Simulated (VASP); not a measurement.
# AlNi in VASP: further runs, part 2 of 2

VASP 6.6.1. The steps go on from the part before.

### 3 Single point, PBE

INCAR reads:

```
SYSTEM = AlNi
PREC = Accurate
ENCUT = 520
EDIFF = 1E-7
ISMEAR = 0
SIGMA = 0.15
LREAL = .False.
LASPH = .True.
NELM = 60
ALGO = Normal
ISIF = 2
LWAVE = .False.
LCHARG = .False.
GGA = PE
NBANDS = 14
```

KPOINTS reads:

```
regular mesh
0
Gamma
  16 16 16
  0 0 0
```

POSCAR reads:

```
AlNi
1.0
    2.9650418750      0.0000000000      0.0000000000
    0.0000000000      2.9650418750      0.0000000000
    0.0000000000      0.0000000000      2.9650418750
Al Ni
1 1
Direct
    0.0000000000      0.0000000000     -0.0276555959
    0.5000000000      0.5000000000      0.5127133634
```

Potentials or basis: VASP PAW PBE potentials, release 64 (Al, Ni).

Started as:

```
> cat potpaw_PBE.64/Al/POTCAR potpaw_PBE.64/Ni/POTCAR > POTCAR
> mpirun -np 1 vasp_std > vasp.out
```

OUTCAR:

```text
SYSTEM = AlNi
   PREC = Accurate
   ENCUT = 520
   EDIFF = 1E-7
   ISMEAR = 0
   LREAL = .False.
   LASPH = .True.
   NELM = 60
   ISIF = 2
   GGA = PE

 ion  position               nearest neighbor table
   1  0.000  0.000  0.972-   2 2.50   2 2.50   2 2.50   2 2.50   2 2.64   2 2.64   2 2.64   2 2.64

   2  0.500  0.500  0.513-   1 2.50   1 2.50   1 2.50   1 2.50   1 2.64   1 2.64   1 2.64   1 2.64

  LATTYP: Found a simple cubic cell.
 ALAT       =     2.9650418750

  Lattice vectors:

 A1 = (   2.9650418750,   0.0000000000,   0.0000000000)
 A2 = (   0.0000000000,   2.9650418750,   0.0000000000)
 A3 = (   0.0000000000,   0.0000000000,   2.9650418750)

Analysis of symmetry for initial positions (statically):
=====================================================================
 Subroutine PRICEL returns:
 Original cell was already a primitive cell.

 Routine SETGRP: Setting up the symmetry group for a
 simple cubic supercell.

 Subroutine GETGRP returns: Found  8 space group operations
 (whereof  8 operations were pure point group operations)
 out of a pool of 48 trial point group operations.

[... 177 lines left out ...]
      6       7.5498      2.00000
      7      14.0795      0.00000
      8      14.0795      0.00000
      9      14.0997      0.00000
     10      16.7878      0.00000
     11      16.7953      0.00000
     12      21.1112      0.00000
     13      28.7658      0.00000
     14      28.8716      0.00000
[... 377 lines left out ...]
      1      -0.9213      2.00000
      2       5.9576      2.00000
      3       6.2049      2.00000
      4       7.2996      2.00000
      5       7.3235      2.00000
      6       7.5488      2.00000
      7      10.7815      0.00000
      8      14.0824      0.00000
      9      14.9367      0.00000
     10      17.3704      0.00000
     11      19.5558      0.00000
     12      23.6341      0.00000
     13      24.3706      0.00000
     14      25.1120      0.00000

 [... further k-points ...]

------------------------ aborting loop because EDIFF is reached ----------------------------------------

  FORCE on cell =-STRESS in cart. coord.  units (eV):
  Direction    XX          YY          ZZ          XY          YZ          ZX
  --------------------------------------------------------------------------------------
  -------------------------------------------------------------------------------------
  Total       -1.4763834     -1.4763834     -1.5388020      0.0000000     -0.0000000      0.0000000
  in kB      -90.7438585    -90.7438585    -94.5803295      0.0000000     -0.0000000      0.0000000
  external PRESSURE =     -92.0226822 kB  Pullay stress =       0.0000000 kB

 VOLUME and BASIS-vectors are now :
 -----------------------------------------------------------------------------
  energy-cutoff  :      520.00
  volume of cell :       26.07
      direct lattice vectors                 reciprocal lattice vectors
     2.965041875  0.000000000  0.000000000     0.337263365  0.000000000  0.000000000
     0.000000000  2.965041875  0.000000000     0.000000000  0.337263365  0.000000000
     0.000000000  0.000000000  2.965041875     0.000000000  0.000000000  0.337263365

 POSITION                                       TOTAL-FORCE (eV/Angst)
 -----------------------------------------------------------------------------------
      0.00000      0.00000      2.88304         0.000000      0.000000      0.495759
      1.48252      1.48252      1.52022         0.000000     -0.000000     -0.495759
 -----------------------------------------------------------------------------------
    total drift:                                0.000000     -0.000000     -0.000043

  FREE ENERGIE OF THE ION-ELECTRON SYSTEM (eV)
  ---------------------------------------------------
  free  energy   TOTEN  =       -10.4528237218 eV

  energy  without entropy=      -10.4433748609  energy(sigma->0) =      -10.44809929
```

OSZICAR:

```text
N       E                     dE             d eps       ncg     rms          rms(c)
DAV:   1     0.400618917172E+02    0.40062E+02   -0.53388E+03 11412   0.947E+02
DAV:   2    -0.100769775394E+02   -0.50139E+02   -0.45452E+02 12114   0.176E+02
DAV:   3    -0.117595667017E+02   -0.16826E+01   -0.16633E+01 14478   0.360E+01
DAV:   4    -0.117824608993E+02   -0.22894E-01   -0.22888E-01 13636   0.383E+00
DAV:   5    -0.117831555675E+02   -0.69467E-03   -0.69466E-03 14624   0.724E-01    0.113E+01
DAV:   6    -0.140287457253E+02   -0.22456E+01   -0.48044E+01 13266   0.926E+01    0.165E+01
DAV:   7    -0.104852742690E+02    0.35435E+01   -0.14121E+01 13536   0.558E+01    0.120E+00
DAV:   8    -0.104659480682E+02    0.19326E-01   -0.37267E-01 14500   0.632E+00    0.945E-01
DAV:   9    -0.104532158372E+02    0.12732E-01   -0.47988E-02 14496   0.272E+00    0.193E-01
DAV:  10    -0.104528317319E+02    0.38411E-03   -0.24413E-03 15816   0.637E-01    0.589E-02
DAV:  11    -0.104528251225E+02    0.66094E-05   -0.11119E-04 16722   0.921E-02    0.166E-02
DAV:  12    -0.104528241966E+02    0.92587E-06   -0.14642E-06 14196   0.119E-02    0.892E-03
DAV:  13    -0.104528237236E+02    0.47306E-06   -0.32829E-07 11734   0.591E-03    0.779E-04
DAV:  14    -0.104528237218E+02    0.17601E-08   -0.34975E-08  7278   0.159E-03
   1 F= -.10452824E+02 E0= -.10448099E+02  d E =-.944886E-02
```

Run time: 62 s. Hardware: 1 thread of Intel Xeon Platinum 8375C at 2.90GHz (Ice Lake), shared host; peak memory 0.26 GiB.

Results:

```
Free energy   : -10.4528 eV
Pressure      : -9.2 GPa
Largest force : 0.496 eV/Å
```

Forces on the atoms (eV/Å):
```
Al   0.000  0.000  0.496
Ni   0.000  0.000 -0.496
```

Spin polarisation is off, so any magnetic state and its effect on volume and gap are missing.

### 4 Single point, PBE

This run uses another cell than the first one, of 11.22 Å³/atom, 0.861 times its volume.

INCAR reads:

```
SYSTEM = AlNi
PREC     = Accurate       ! precision mode
ENCUT    = 520            ! plane-wave cutoff, eV
EDIFF    = 1E-6           ! SCF threshold, eV
ISMEAR   = 0              ! smearing method
SIGMA    = 0.15           ! smearing width, eV
LREAL    = .FALSE.        ! projectors in reciprocal space
LASPH    = .TRUE.         ! aspherical terms in the spheres
NELM     = 100            ! most SCF steps
ALGO     = Normal         ! electronic algorithm
ISIF     = 2              ! what is computed and relaxed
LWAVE    = .FALSE.        ! write WAVECAR
LCHARG   = .FALSE.        ! write CHGCAR
GGA      = PE             ! functional
NBANDS   = 14             ! bands
```

KPOINTS reads:

```
Automatic mesh
0
G
  16 16 16
  0 0 0
```

POSCAR reads:

```
AlNi
1.0
    2.8204056860      0.0000000000      0.0000000000
    0.0000000000      2.8204056860      0.0000000000
    0.0000000000      0.0000000000      2.8204056860
Al Ni
1 1
Direct
    0.0000000000      0.0000000000      0.0000000000
    0.5000000000      0.5000000000      0.5000000000
```

Started as:

```
> cat potpaw_PBE.64/Al/POTCAR potpaw_PBE.64/Ni/POTCAR > POTCAR
> mpirun -np 1 vasp_std > vasp.out
```

Wall time 13 s (1 thread of Intel Xeon 6975P-C (Granite Rapids), shared host); peak memory 0.18 GiB.

It converged, with:

- Free energy: -10.4693 eV
- Pressure: 14.3 GPa

Levels at points of the mesh, in eV from the Fermi level:
| k point | band 4 | band 5 | band 6 | band 7 | band 8 | band 9 | band 10 | band 11 |
| --- | --- | --- | --- | --- | --- | --- | --- | --- |
| (0.00, 0.00, 0.00) | -1.68 | -1.68 | -1.68 | 5.78 | 5.78 | 5.78 | 8.33 | 8.33 |
| (0.50, 0.00, 0.00) | -2.44 | -2.44 | -1.58 | -0.68 | 8.35 | 10.34 | 10.34 | 11.53 |
| (0.50, 0.50, 0.00) | -3.06 | -2.27 | -2.27 | -1.10 | 1.60 | 2.78 | 13.00 | 15.65 |
| (0.50, 0.50, 0.50) | -1.06 | -1.06 | 1.95 | 1.95 | 1.95 | 4.27 | 4.73 | 4.73 |
